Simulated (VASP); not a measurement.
Set up this calculation in VASP 6.6.1, as the native input.

```
Task                   : single point
Functional             : PBE
Potentials or basis    : VASP PAW PBE potentials, release 64 (W_sv)
Cutoff                 : 520 eV
k mesh                 : 18 × 18 × 18
Occupations            : gaussian, width 0.1 eV
Spin                   : no spin polarisation
Dipole correction      : no
Further INCAR settings : ALGO = Normal; EDIFF = 1e-07; NBANDS = 13
```

The structure of W lies in POSCAR:

```
W
1.0
   -1.6462732180      1.6462732180      1.6462732180
    1.6462732180     -1.6462732180      1.6462732180
    1.6462732180      1.6462732180     -1.6462732180
W
1
Direct
    0.0000000000      0.0000000000      0.0000000000
```

This cell differs from its parent crystal: strained.

These files were run (other wordings do the same):

INCAR

```
SYSTEM = W
PREC = Accurate
ENCUT = 520
EDIFF = 1E-7
ISMEAR = 0
SIGMA = 0.1
LREAL = .False.
LASPH = .True.
NELM = 60
ALGO = Normal
ISIF = 2
LWAVE = .False.
LCHARG = .False.
GGA = PE
NBANDS = 13
```

KPOINTS

```
regular mesh
0
Gamma
  18 18 18
  0 0 0
```

Potentials or basis: VASP PAW PBE potentials, release 64 (W_sv).

Launch:

```bash
$ cat potpaw_PBE.64/W_sv/POTCAR > POTCAR
$ mpirun -np 1 vasp_std > vasp.out
```

It gave:

```
Pressure               : -24.4 GPa
Band gap on the k mesh : zero (band 7 reaches 14.16 eV, above the bottom of band 8 at 8.75 eV)
```

Caveat: the cell differs from its parent crystal (strained); spin-orbit coupling is left out, which moves the levels of the heavy elements.

It took 12 s on 1 thread of Intel(R) Xeon(R) 6975P-C (Granite Rapids), with other jobs on the host, peak memory 0.17 GiB.
